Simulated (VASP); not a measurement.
# Ge (I4_1/amd) in VASP: relaxation of cell and atoms with LDA

Aim: the relaxation of cell and atoms of Ge with LDA.

Program: VASP 6.6.1. These are calculated values, not measurements. Logs are shortened: lines on timing, memory, paths and dates and some standing lists are left out, and cuts for length are marked.

## Step 1: The cell of the first run

Symmetry: I4_1/amd, No. 141, tetragonal system. Conventional cell: a = 5.149 Å, b = 5.149 Å, c = 2.795 Å, α = 90.00°, β = 90.00°, γ = 90.00°. Within 3.5 Å of Ge (site symmetry -4m2) lie 10 Ge at 2.67 to 3.32 Å.

## Step 2: Relaxation of cell and atoms, LDA

INCAR

```
SYSTEM = Ge
PREC     = Accurate       ! precision mode
ENCUT    = 600            ! plane-wave cutoff, eV
EDIFF    = 1E-6           ! SCF threshold, eV
ISMEAR   = 1              ! smearing method
SIGMA    = 0.1            ! smearing width, eV
LREAL    = .FALSE.        ! projectors in reciprocal space
LASPH    = .TRUE.         ! aspherical terms in the spheres
NELM     = 80             ! most SCF steps
ALGO     = Normal         ! electronic algorithm
ISIF     = 3              ! what is computed and relaxed
LWAVE    = .FALSE.        ! write WAVECAR
LCHARG   = .FALSE.        ! write CHGCAR
IBRION   = 2              ! ionic algorithm
NSW      = 80             ! ionic steps
EDIFFG   = -0.01          ! ionic threshold
```

KPOINTS

```
Automatic mesh
0
G
  12 12 12
  0 0 0
```

POSCAR

```
Ge
1.0
   -2.5744900000      2.5744900000      1.3974130000
    2.5744900000     -2.5744900000      1.3974130000
    2.5744900000      2.5744900000     -1.3974130000
Ge
2
Direct
    0.2500000000      0.7500000000      0.5000000000
    0.5000000000      0.5000000000      0.0000000000
```

Potentials or basis: VASP PAW LDA potentials, release 64 (Ge_d).

The run is started by

```sh
$ cat potpaw_LDA.64/Ge_d/POTCAR > POTCAR
$ mpirun -np 1 vasp_std > vasp.out
```

OUTCAR:

```text
SYSTEM = Ge
   PREC = Accurate
   ENCUT = 600
   EDIFF = 1E-6
   ISMEAR = 1
   LREAL = .FALSE.
   LASPH = .TRUE.
   NELM = 80
   ISIF = 3
   IBRION = 2
   NSW = 80
   EDIFFG = -0.01

 ion  position               nearest neighbor table
   1  0.250  0.750  0.500-   2 2.67   2 2.67   2 2.67   2 2.67
   2  0.500  0.500  0.000-   1 2.67   1 2.67   1 2.67   1 2.67

  LATTYP: Found a body centered tetragonal cell.
 ALAT       =     5.1489800000
 C/A-ratio  =     0.5427921647

  Lattice vectors:

 A1 = (  -2.5744900000,   2.5744900000,   1.3974130000)
 A2 = (   2.5744900000,  -2.5744900000,   1.3974130000)
 A3 = (   2.5744900000,   2.5744900000,  -1.3974130000)

Analysis of symmetry for initial positions (statically):
=====================================================================
 Subroutine PRICEL returns:
 Original cell was already a primitive cell.

 Routine SETGRP: Setting up the symmetry group for a
 body centered tetragonal supercell.

 Subroutine GETGRP returns: Found 16 space group operations
 (whereof  8 operations were pure point group operations)
 out of a pool of 16 trial point group operations.

The static configuration has the point symmetry D_2d.
 The point group associated with its full space group is D_4h.

Analysis of symmetry for dynamics (positions and initial velocities):
=====================================================================
 Subroutine PRICEL returns:
 Original cell was already a primitive cell.

 Routine SETGRP: Setting up the symmetry group for a
 body centered tetragonal supercell.

 Subroutine GETGRP returns: Found 16 space group operations
 (whereof  8 operations were pure point group operations)
 out of a pool of 16 trial point group operations.

The dynamic configuration has the point symmetry D_2d.
 The point group associated with its full space group is D_4h.

 Subroutine INISYM returns: Found 16 space group operations
 (whereof  8 operations are pure point group operations),
 and found     1 'primitive' translations

----------------------------------------------------------------------------------------

                                     Primitive cell

  volume of cell :      37.0482

  direct lattice vectors                    reciprocal lattice vectors
    -2.574490000  2.574490000  1.397413000     0.000000000  0.194213223  0.357804028
     2.574490000 -2.574490000  1.397413000     0.194213223  0.000000000  0.357804028
     2.574490000  2.574490000 -1.397413000     0.194213223  0.194213223  0.000000000

  length of vectors
     3.899841101  3.899841101  3.899841101     0.407114847  0.407114847  0.274658974

  position of ions in fractional coordinates (direct lattice)
     0.250000000  0.750000000  0.500000000
     0.500000000  0.500000000  0.000000000

  ion indices of the primitive-cell ions
   primitive index   ion index
                 1           1
                 2           2

----------------------------------------------------------------------------------------

 KPOINTS: Automatic mesh

Automatic generation of k-mesh.
 Grid dimensions read from file:
 generate k-points for:   12   12   12

 Generating k-lattice:

  Cartesian coordinates                     Fractional coordinates (reciprocal lattice)
     0.000000000  0.016184435  0.029817002     0.083333333  0.000000000 -0.000000000
     0.016184435  0.000000000  0.029817002     0.000000000  0.083333333 -0.000000000
     0.016184435  0.016184435  0.000000000     0.000000000  0.000000000  0.083333333

  Length of vectors
     0.033926237  0.033926237  0.022888248

  Shift w.r.t. Gamma in fractional coordinates (k-lattice)
     0.000000000  0.000000000  0.000000000

 Subroutine IBZKPT returns following result:
 ===========================================

 Found    163 irreducible k-points:

 Following reciprocal coordinates:
            Coordinates               Weight
  0.000000  0.000000  0.000000      1.000000
  0.083333 -0.000000  0.000000      8.000000
  0.166667 -0.000000  0.000000      8.000000
  0.250000  0.000000  0.000000      8.000000
  0.333333  0.000000  0.000000      8.000000
  0.416667 -0.000000  0.000000      8.000000
[... 16 lines left out ...]
  0.500000  0.166667  0.000000     16.000000
 -0.416667  0.166667 -0.000000     16.000000
 [... further k-points ...]
   k-points           NKPTS =    163   k-points in BZ     NKDIM =    163   number of bands    NBANDS=     18
   number of dos      NEDOS =    301   number of ions     NIONS =      2
   total plane-waves  NPLWV =  32768
   dimension x,y,z NGX =    32 NGY =   32 NGZ =   32
   dimension x,y,z NGXF=    64 NGYF=   64 NGZF=   64
   ions per type =               2
   NGX,Y,Z   is equivalent  to a cutoff of  13.64, 13.64, 13.64 a.u.
   NGXF,Y,Z  is equivalent  to a cutoff of  27.28, 27.28, 27.28 a.u.
 SYSTEM =  Ge
   PREC   = accura    normal or accurate (medium, high low for compatibility)
   ISTART =      0    job   : 0-new  1-cont  2-samecut
   ICHARG =      2    charge: 1-file 2-atom 10-const
   ISPIN  =      1    spin polarized calculation?
   LNONCOLLINEAR =      F non collinear calculations
   LSORBIT =      F    spin-orbit coupling
   LASPH  =      T    aspherical Exc in radial PAW
   ENCUT  =  600.0 eV  44.10 Ry    6.64 a.u.   7.79  7.79  7.79*2*pi/ulx,y,z
   NELM   =     80;   NELMIN=  2; NELMDL= -5     # of ELM steps
   EDIFF  = 0.1E-05   stopping-criterion for ELM
   LREAL  =      F    real-space projection
   EDIFFG = -.1E-01   stopping-criterion for IOM
   NSW    =     80    number of steps for IOM
   IBRION =      2    ionic relax: 0-MD 1-quasi-New 2-CG
   NFREE  =      1    steps in history (QN), initial steepest desc. (CG)
   ISIF   =      3    stress and relaxation
   ISYM   =      2    0-nonsym 1-usesym 2-fastsym
   POTIM  = 0.5000    time-step for ionic-motion
   TEBEG  =    0.0;   TEEND  =   0.0 temperature during run
   PSTRESS=    0.0 pullay stress
   NELECT =      28.0000    total number of electrons
   NUPDOWN=      -1.0000    fix difference up-down
   EMIN   =  10.00;   EMAX   =-10.00  energy-range for DOS
   EFERMI =   0.00;   METHOD = LEGACY
   ISMEAR =     1;   SIGMA  =   0.10  broadening in eV -4-tet -1-fermi 0-gaus
   EFERMI_NEDOS =   21; number of points for ismear=-14 and -15
   IALGO  =     38    algorithm
   IMIX   =      4    mixing-type and parameters
     AMIX     =   0.40;   BMIX     =  1.00
     AMIX_MAG =   1.60;   BMIX_MAG =  1.00
  volume/ion in A,a.u.               =      18.52       125.01
  Fermi-wavevector in a.u.,A,eV,Ry     =   1.491209  2.817976 30.255324  2.223704
  Thomas-Fermi vector in A             =   2.603893
   LORBIT       =      0    0 simple, 1 ext, 2 COOP (PROOUT), +10 PAW based schemes
   GGA     = CA    functional components
   LHFCALC =     F    Hartree Fock is set to
   AEXX    =    0.0000 exact exchange contribution
   IVDW    =     0    specifies the selected vdW correction
   LEPSILON=     F    determine dielectric tensor
   LRPA    =     F    only Hartree local field effects (RPA)
 conjugate gradient relaxation of ions
 non-spin polarized calculation
 Methfessel and Paxton  Order N= 1 SIGMA  =   0.10
  energy-cutoff  :      600.00
  volume of cell :       37.05
 maximum number of plane-waves:      1258
   NGX = 15   NGY = 15   NGZ = 15

--------------------------------------- Ionic step        1  -------------------------------------------

 number of electron      28.0000000 magnetization

 Free energy of the ion-electron system (eV)
  ---------------------------------------------------
  ext. energy  EPLUGINS =         0.00000000
  ---------------------------------------------------
  free energy    TOTEN  =       -10.02095275 eV

  energy without entropy =      -10.02040947  energy(sigma->0) =      -10.02077165

------------------------ aborting loop because EDIFF is reached ----------------------------------------

  FORCE on cell =-STRESS in cart. coord.  units (eV):
  Direction    XX          YY          ZZ          XY          YZ          ZX
  --------------------------------------------------------------------------------------
  -------------------------------------------------------------------------------------
  Total       -0.7015521     -0.7015521     -0.4537438      0.0000000      0.0000000      0.0000000
  in kB      -30.3391423    -30.3391423    -19.6224907      0.0000000      0.0000000      0.0000000
  external PRESSURE =     -26.7669251 kB  Pullay stress =       0.0000000 kB
[... 201 lines left out ...]
  energy  without entropy=      -10.0313494187  energy(sigma->0) =      -10.03134743

--------------------------------------- Ionic step        7  -------------------------------------------

 number of electron      27.9999988 magnetization

 Free energy of the ion-electron system (eV)
  ---------------------------------------------------
  ext. energy  EPLUGINS =         0.00000000
  ---------------------------------------------------
  free energy    TOTEN  =       -10.03134800 eV

  energy without entropy =      -10.03135508  energy(sigma->0) =      -10.03135036

 E-fermi :   6.8950     XC(G=0): -11.7751

 val. band max:        6.8755872919   @ k =  -0.0833  -0.2500   0.0833
 cond. band min:       6.9169690796   @ k =  -0.1667  -0.1667   0.1667
 fundamental gap:      0.0413817877
 Fermi energy:         6.8950466149

 k-point     1 :       0.0000    0.0000    0.0000
  band No.  band energies     occupation
      1     -17.9781      2.00000
      2     -17.9215      2.00000
      3     -17.8953      2.00000
      4     -17.8867      2.00000
      5     -17.7770      2.00000
      6     -17.7770      2.00000
[... 10 lines left out ...]
     17      14.7175      0.00000
     18      15.0573      0.00000
[... 466 lines left out ...]
      2     -17.8746      2.00000
      3     -17.8631      2.00000
      4     -17.8423      2.00000
      5     -17.8127      2.00000
      6     -17.7931      2.00000
[... 10 lines left out ...]
     17      10.5975      0.00000
     18      13.4556      0.00000

 [... further k-points ...]

------------------------ aborting loop because EDIFF is reached ----------------------------------------

  FORCE on cell =-STRESS in cart. coord.  units (eV):
  Direction    XX          YY          ZZ          XY          YZ          ZX
  --------------------------------------------------------------------------------------
  -------------------------------------------------------------------------------------
  Total        0.0133170      0.0133170      0.0100507      0.0000000      0.0000000      0.0000000
  in kB        0.5952326      0.5952326      0.4492404      0.0000000      0.0000000      0.0000000
  external PRESSURE =       0.5465685 kB  Pullay stress =       0.0000000 kB
[... 17 lines left out ...]
  FREE ENERGIE OF THE ION-ELECTRON SYSTEM (eV)
  ---------------------------------------------------
  free  energy   TOTEN  =       -10.0313479966 eV

  energy  without entropy=      -10.0313550802  energy(sigma->0) =      -10.03135036

 reached required accuracy - stopping structural energy minimisation
```

It took 2.2 min on 1 thread of Intel Xeon 6975P-C (Granite Rapids), shared host; peak memory 0.24 GiB.

What came out:

* Free energy: -10.0313 eV
* Relaxed volume: 17.92 Å³/atom
* Relaxed cell: a = 3.850 Å, b = 3.850 Å, c = 3.850 Å, α = 97.50°, β = 97.50°, γ = 137.65°
* Space group after relaxing (to 0.1 Å): I4_1/amd (No. 141)
* Energy gained by relaxing: 5.2 meV/atom
* Ionic steps: 7
* Pressure after relaxing: 0.1 GPa
* Band gap on the k mesh: zero (bands 14 and 15 overlap by 5.32 eV)

Step by step:
| step | energy change (eV) | largest force (eV/Å) | pressure (GPa) | volume (Å³) |
| --- | --- | --- | --- | --- |
| 1 | 0.0000 | 0.0000 | -2.68 | 37.05 |
| 2 | -0.0087 | 0.0000 | 0.82 | 35.41 |
| 3 | -0.0102 | 0.0000 | 0.03 | 35.85 |
| 4 | -0.0102 | 0.0000 | 0.14 | 35.83 |
| 5 | -0.0104 | 0.0000 | 0.22 | 35.84 |
| 6 | -0.0104 | 0.0000 | 0.15 | 35.84 |
| 7 | -0.0104 | 0.0000 | 0.05 | 35.85 |

Final structure:
```
CELL_PARAMETERS angstrom
-2.53856 2.53856 1.39057
2.53856 -2.53856 1.39057
2.53856 2.53856 -1.39057
ATOMIC_POSITIONS crystal
Ge 0.25000 0.75000 0.50000
Ge 0.50000 0.50000 0.00000
```
